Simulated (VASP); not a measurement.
# Al2GaSb3 (I-4m2) in VASP: relaxation of cell and atoms with PBE

Aim: the relaxation of cell and atoms of Al2GaSb3 with PBE.

Everything below comes from runs of VASP 6.6.1. Logs are shortened: lines on timing, memory, paths and dates and some standing lists are left out, and cuts for length are marked.

## (1) The cell of the first run

The structure is tetragonal, space group I-4m2 (No. 119). Conventional cell: a = 4.400 Å, b = 4.400 Å, c = 18.660 Å, α = 90.00°, β = 90.00°, γ = 90.00°. Al (site symmetry 2mm) has 4 Sb at 2.69 to 2.70 Å within 3.6 Å. Within 3.6 Å of Ga (site symmetry -4m2) lie 4 Sb at 2.69 Å. Sb (site symmetry -4m2) has 4 Al at 2.70 Å within 3.6 Å. Within 3.6 Å of Sb (site symmetry 2mm) lie 2 Ga at 2.69 Å and 2 Al at 2.69 Å.

## (2) Relaxation of cell and atoms, PBE

Input file INCAR:

```
PREC     = Accurate       # precision mode
ENCUT    = 600            # plane-wave cutoff, eV
EDIFF    = 1E-6           # SCF threshold, eV
ISMEAR   = 0              # smearing method
SIGMA    = 0.02           # smearing width, eV
LREAL    = False          # projectors in reciprocal space
LASPH    = True           # aspherical terms in the spheres
NELM     = 80             # most SCF steps
ALGO     = Normal         # electronic algorithm
ISIF     = 3              # what is computed and relaxed
LWAVE    = False          # write WAVECAR
LCHARG   = False          # write CHGCAR
GGA      = PE             # functional
IBRION   = 2              # ionic algorithm
NSW      = 100            # ionic steps
EDIFFG   = -0.01          # ionic threshold
```

Input file KPOINTS:

```
Automatic mesh
0
Gamma
  10 10 10
```

Input file POSCAR:

```
Al2GaSb3
1.0
   -2.1999589000      2.1999589000      9.3299394000
    2.1999589000     -2.1999589000      9.3299394000
    2.1999589000      2.1999589000     -9.3299394000
Al Ga Sb
2 1 3
Direct
    0.6664720000      0.6664720000      0.0000000000
    0.3335280000      0.3335280000      0.0000000000
    0.0000000000      0.0000000000      0.0000000000
    0.2500000000      0.7500000000      0.5000000000
    0.9167670000      0.4167670000      0.5000000000
    0.5832330000      0.0832330000      0.5000000000
```

Potentials or basis: VASP PAW PBE potentials, release 64 (Al, Ga_d, Sb).

On the command line:

```
$ cat potpaw_PBE.64/Al/POTCAR potpaw_PBE.64/Ga_d/POTCAR potpaw_PBE.64/Sb/POTCAR > POTCAR
$ mpirun -np 1 vasp_std > vasp.out
```

OUTCAR:

```text
PREC = Accurate
   ENCUT = 600
   EDIFF = 1E-6
   ISMEAR = 0
   LREAL = False
   LASPH = True
   NELM = 80
   ISIF = 3
   GGA = PE
   IBRION = 2
   NSW = 100
   EDIFFG = -0.01

 ion  position               nearest neighbor table
   1  0.666  0.666  0.000-   6 2.69   6 2.69   4 2.70   4 2.70
   2  0.334  0.334  0.000-   5 2.69   5 2.69   4 2.70   4 2.70
   3  0.000  0.000  0.000-   6 2.69   5 2.69   6 2.69   5 2.69
   4  0.250  0.750  0.500-   1 2.70   2 2.70   2 2.70   1 2.70
   5  0.917  0.417  0.500-   3 2.69   3 2.69   2 2.69   2 2.69
   6  0.583  0.083  0.500-   3 2.69   3 2.69   1 2.69   1 2.69

  LATTYP: Found a body centered tetragonal cell.
 ALAT       =     4.3999178000
 C/A-ratio  =     4.2409607743

  Lattice vectors:

 A1 = (  -2.1999589000,   2.1999589000,   9.3299394000)
 A2 = (   2.1999589000,  -2.1999589000,   9.3299394000)
 A3 = (   2.1999589000,   2.1999589000,  -9.3299394000)

Analysis of symmetry for initial positions (statically):
=====================================================================
 Subroutine PRICEL returns:
 Original cell was already a primitive cell.

 Routine SETGRP: Setting up the symmetry group for a
 body centered tetragonal supercell.

 Subroutine GETGRP returns: Found  8 space group operations
 (whereof  8 operations were pure point group operations)
 out of a pool of 16 trial point group operations.

The static configuration has the point symmetry D_2d.

Analysis of symmetry for dynamics (positions and initial velocities):
=====================================================================
 Subroutine PRICEL returns:
 Original cell was already a primitive cell.

 Routine SETGRP: Setting up the symmetry group for a
 body centered tetragonal supercell.

 Subroutine GETGRP returns: Found  8 space group operations
 (whereof  8 operations were pure point group operations)
 out of a pool of 16 trial point group operations.

The dynamic configuration has the point symmetry D_2d.

 Subroutine INISYM returns: Found  8 space group operations
 (whereof  8 operations are pure point group operations),
 and found     1 'primitive' translations

----------------------------------------------------------------------------------------

                                     Primitive cell

  volume of cell :     180.6209

  direct lattice vectors                    reciprocal lattice vectors
    -2.199958900  2.199958900  9.329939400     0.000000000  0.227276973  0.053590916
     2.199958900 -2.199958900  9.329939400     0.227276973  0.000000000  0.053590916
     2.199958900  2.199958900 -9.329939400     0.227276973  0.227276973  0.000000000

  length of vectors
     9.835009280  9.835009280  9.835009280     0.233509762  0.233509762  0.321418178

  position of ions in fractional coordinates (direct lattice)
     0.666472000  0.666472000  0.000000000
     0.333528000  0.333528000  0.000000000
     0.000000000  0.000000000  0.000000000
     0.250000000  0.750000000  0.500000000
     0.916767000  0.416767000  0.500000000
     0.583233000  0.083233000  0.500000000

  ion indices of the primitive-cell ions
   primitive index   ion index
                 1           1
                 2           2
                 3           3
                 4           4
                 5           5
                 6           6

----------------------------------------------------------------------------------------

 KPOINTS: Automatic mesh

Automatic generation of k-mesh.
 Grid dimensions read from file:
 generate k-points for:   10   10   10

 Generating k-lattice:

  Cartesian coordinates                     Fractional coordinates (reciprocal lattice)
     0.000000000  0.022727697  0.005359092     0.100000000  0.000000000 -0.000000000
     0.022727697  0.000000000  0.005359092     0.000000000  0.100000000 -0.000000000
     0.022727697  0.022727697  0.000000000     0.000000000  0.000000000  0.100000000

  Length of vectors
     0.023350976  0.023350976  0.032141818

  Shift w.r.t. Gamma in fractional coordinates (k-lattice)
     0.000000000  0.000000000  0.000000000

 Subroutine IBZKPT returns following result:
 ===========================================

 Found    102 irreducible k-points:
[... 35 lines left out ...]
   NGXF,Y,Z  is equivalent  to a cutoff of  27.05, 27.05, 27.05 a.u.
 SYSTEM =  unknown system
   PREC   = accura    normal or accurate (medium, high low for compatibility)
   ISTART =      0    job   : 0-new  1-cont  2-samecut
   ICHARG =      2    charge: 1-file 2-atom 10-const
   ISPIN  =      1    spin polarized calculation?
   LNONCOLLINEAR =      F non collinear calculations
   LSORBIT =      F    spin-orbit coupling
   LASPH  =      T    aspherical Exc in radial PAW
   ENCUT  =  600.0 eV  44.10 Ry    6.64 a.u.  19.64 19.64 19.64*2*pi/ulx,y,z
   NELM   =     80;   NELMIN=  2; NELMDL= -5     # of ELM steps
   EDIFF  = 0.1E-05   stopping-criterion for ELM
   LREAL  =      F    real-space projection
   EDIFFG = -.1E-01   stopping-criterion for IOM
   NSW    =    100    number of steps for IOM
   IBRION =      2    ionic relax: 0-MD 1-quasi-New 2-CG
   NFREE  =      1    steps in history (QN), initial steepest desc. (CG)
   ISIF   =      3    stress and relaxation
   ISYM   =      2    0-nonsym 1-usesym 2-fastsym
   POTIM  = 0.5000    time-step for ionic-motion
   TEBEG  =    0.0;   TEEND  =   0.0 temperature during run
   PSTRESS=    0.0 pullay stress
   NELECT =      34.0000    total number of electrons
   NUPDOWN=      -1.0000    fix difference up-down
   EMIN   =  10.00;   EMAX   =-10.00  energy-range for DOS
   EFERMI =   0.00;   METHOD = LEGACY
   ISMEAR =     0;   SIGMA  =   0.02  broadening in eV -4-tet -1-fermi 0-gaus
   EFERMI_NEDOS =   21; number of points for ismear=-14 and -15
   IALGO  =     38    algorithm
   IMIX   =      4    mixing-type and parameters
     AMIX     =   0.40;   BMIX     =  1.00
     AMIX_MAG =   1.60;   BMIX_MAG =  1.00
  volume/ion in A,a.u.               =      30.10       203.15
  Fermi-wavevector in a.u.,A,eV,Ry     =   0.938235  1.773008 11.977014  0.880286
  Thomas-Fermi vector in A             =   2.065427
   LORBIT       =      0    0 simple, 1 ext, 2 COOP (PROOUT), +10 PAW based schemes
   GGA     = PE    functional components
   LHFCALC =     F    Hartree Fock is set to
   AEXX    =    0.0000 exact exchange contribution
   IVDW    =     0    specifies the selected vdW correction
   LEPSILON=     F    determine dielectric tensor
   LRPA    =     F    only Hartree local field effects (RPA)
 conjugate gradient relaxation of ions
 non-spin polarized calculation
 Gauss-broadening in eV      SIGMA  =   0.02
  energy-cutoff  :      600.00
  volume of cell :      180.62
 maximum number of plane-waves:      6061
   NGX = 39   NGY = 39   NGZ = 39

--------------------------------------- Ionic step        1  -------------------------------------------

 number of electron      33.9999997 magnetization

 Free energy of the ion-electron system (eV)
  ---------------------------------------------------
  ext. energy  EPLUGINS =         0.00000000
  ---------------------------------------------------
  free energy    TOTEN  =       -23.78896349 eV

  energy without entropy =      -23.78896349  energy(sigma->0) =      -23.78896349

------------------------ aborting loop because EDIFF is reached ----------------------------------------

  FORCE on cell =-STRESS in cart. coord.  units (eV):
  Direction    XX          YY          ZZ          XY          YZ          ZX
  --------------------------------------------------------------------------------------
  -------------------------------------------------------------------------------------
  Total        0.1575654      0.1575654      0.1475212      0.0000000     -0.0000000     -0.0000000
  in kB        1.3976663      1.3976663      1.3085700      0.0000000     -0.0000000     -0.0000000
  external PRESSURE =       1.3679675 kB  Pullay stress =       0.0000000 kB

 VOLUME and BASIS-vectors are now :
 -----------------------------------------------------------------------------
  energy-cutoff  :      600.00
  volume of cell :      180.62
      direct lattice vectors                 reciprocal lattice vectors
    -2.199958900  2.199958900  9.329939400     0.000000000  0.227276973  0.053590916
     2.199958900 -2.199958900  9.329939400     0.227276973  0.000000000  0.053590916
     2.199958900  2.199958900 -9.329939400     0.227276973  0.227276973  0.000000000

 POSITION                                       TOTAL-FORCE (eV/Angst)
 -----------------------------------------------------------------------------------
      0.00000      0.00000     12.43629         0.000000     -0.000000      0.000543
      0.00000      0.00000      6.22359         0.000000     -0.000000     -0.000543
      0.00000      0.00000      0.00000         0.000000     -0.000000     -0.000000
      2.19996      0.00000      4.66497         0.000000     -0.000000     -0.000000
      0.00000      2.19996      7.77682        -0.000000      0.000000      0.009232
      0.00000      2.19996      1.55312        -0.000000      0.000000     -0.009232
 -----------------------------------------------------------------------------------
    total drift:                                0.000000     -0.000000      0.000000

  FREE ENERGIE OF THE ION-ELECTRON SYSTEM (eV)
  ---------------------------------------------------
  free  energy   TOTEN  =       -23.7889634864 eV

  energy  without entropy=      -23.7889634864  energy(sigma->0) =      -23.78896349

--------------------------------------- Ionic step        2  -------------------------------------------

 number of electron      33.9999997 magnetization

 Free energy of the ion-electron system (eV)
  ---------------------------------------------------
  ext. energy  EPLUGINS =         0.00000000
  ---------------------------------------------------
  free energy    TOTEN  =       -23.78915341 eV

  energy without entropy =      -23.78915341  energy(sigma->0) =      -23.78915341

 E-fermi :   4.4741     XC(G=0):  -8.6018

 val. band max:        4.3676219508   @ k =   0.0000   0.0000   0.0000
 cond. band min:       4.9491402404   @ k =   0.0000   0.0000   0.0000
 fundamental gap:      0.5815182896
 Fermi energy:         4.4741093106

 k-point     1 :       0.0000    0.0000    0.0000
  band No.  band energies     occupation
      1     -10.4012      2.00000
      2     -10.3733      2.00000
      3     -10.3733      2.00000
      4     -10.3460      2.00000
      5     -10.3391      2.00000
      6      -6.3368      2.00000
[... 565 lines left out ...]
     20       7.2499      0.00000
     21       7.4456      0.00000

 [... further k-points ...]

------------------------ aborting loop because EDIFF is reached ----------------------------------------

  FORCE on cell =-STRESS in cart. coord.  units (eV):
  Direction    XX          YY          ZZ          XY          YZ          ZX
  --------------------------------------------------------------------------------------
  -------------------------------------------------------------------------------------
  Total       -0.0420661     -0.0420661     -0.0474785      0.0000000      0.0000000      0.0000000
  in kB       -0.3717579     -0.3717579     -0.4195898      0.0000000      0.0000000      0.0000000
  external PRESSURE =      -0.3877019 kB  Pullay stress =       0.0000000 kB

 VOLUME and BASIS-vectors are now :
 -----------------------------------------------------------------------------
  energy-cutoff  :      600.00
  volume of cell :      181.29
      direct lattice vectors                 reciprocal lattice vectors
    -2.202746018  2.202746018  9.341005972     0.000000000  0.226989401  0.053527425
     2.202746018 -2.202746018  9.341005972     0.226989401  0.000000000  0.053527425
     2.202746018  2.202746018 -9.341005972     0.226989401  0.226989401  0.000000000

 POSITION                                       TOTAL-FORCE (eV/Angst)
 -----------------------------------------------------------------------------------
      2.20275      2.20275      3.11006        -0.000000     -0.000000     -0.001453
      2.20275      2.20275     -3.11006        -0.000000     -0.000000      0.001453
      2.20275      2.20275      9.34101         0.000000     -0.000000      0.000000
      2.20275     -0.00000      4.67050         0.000000     -0.000000      0.000000
     -0.00000      2.20275      7.78649        -0.000000      0.000000      0.003152
      0.00000      2.20275      1.55451        -0.000000      0.000000     -0.003152
 -----------------------------------------------------------------------------------
    total drift:                                0.000000     -0.000000     -0.000000

  FREE ENERGIE OF THE ION-ELECTRON SYSTEM (eV)
  ---------------------------------------------------
  free  energy   TOTEN  =       -23.7891534066 eV

  energy  without entropy=      -23.7891534066  energy(sigma->0) =      -23.78915341

 reached required accuracy - stopping structural energy minimisation
```

It took 74 min on 1 thread of Oxide Virtual Turin-like, shared host; peak memory 1.3 GiB.

What came out:

* Free energy: -23.7892 eV
* Relaxed volume: 30.22 Å³/atom
* Relaxed cell: a = 9.847 Å, b = 9.847 Å, c = 9.847 Å, α = 154.15°, β = 154.15°, γ = 36.89°
* Space group after relaxing (to 0.1 Å): I-4m2 (No. 119)
* Energy gained by relaxing: 0.0 meV/atom
* Ionic steps: 2
* Pressure after relaxing: 0.0 GPa
* Largest force after relaxing: 0.003 eV/Å
* Band gap on the k mesh: 0.58 eV

Forces on the atoms (eV/Å):
```
Al   0.000  0.000 -0.001
Al   0.000  0.000  0.001
Ga   0.000  0.000  0.000
Sb   0.000  0.000  0.000
Sb   0.000  0.000  0.003
Sb   0.000  0.000 -0.003
```

The path:
```tsv
step	energy change (eV)	largest force (eV/Å)	pressure (GPa)	volume (Å³)
1	0.0000	0.0092	0.14	180.62
2	-0.0002	0.0032	-0.04	181.29
```

Final structure:
```cif
data_structure
_symmetry_space_group_name_H-M 'P 1'
_symmetry_Int_Tables_number 1
_cell_length_a 9.8468
_cell_length_b 9.8468
_cell_length_c 9.8468
_cell_angle_alpha 154.147
_cell_angle_beta 154.147
_cell_angle_gamma 36.886
_cell_volume 181.29
loop_
_atom_site_label
_atom_site_type_symbol
_atom_site_fract_x
_atom_site_fract_y
_atom_site_fract_z
_atom_site_occupancy
Al1 Al 0.66647 0.66647 0.00000 1
Al2 Al 0.33353 0.33353 0.00000 1
Ga1 Ga 0.00000 0.00000 0.00000 1
Sb1 Sb 0.25000 0.75000 0.50000 1
Sb2 Sb 0.91679 0.41679 0.50000 1
Sb3 Sb 0.58321 0.08321 0.50000 1
```

Caveat: semilocal functionals underestimate gaps, and a narrow one can read as zero; spin-orbit coupling is left out, which moves the levels of the heavy elements. A k mesh can miss the band edges.
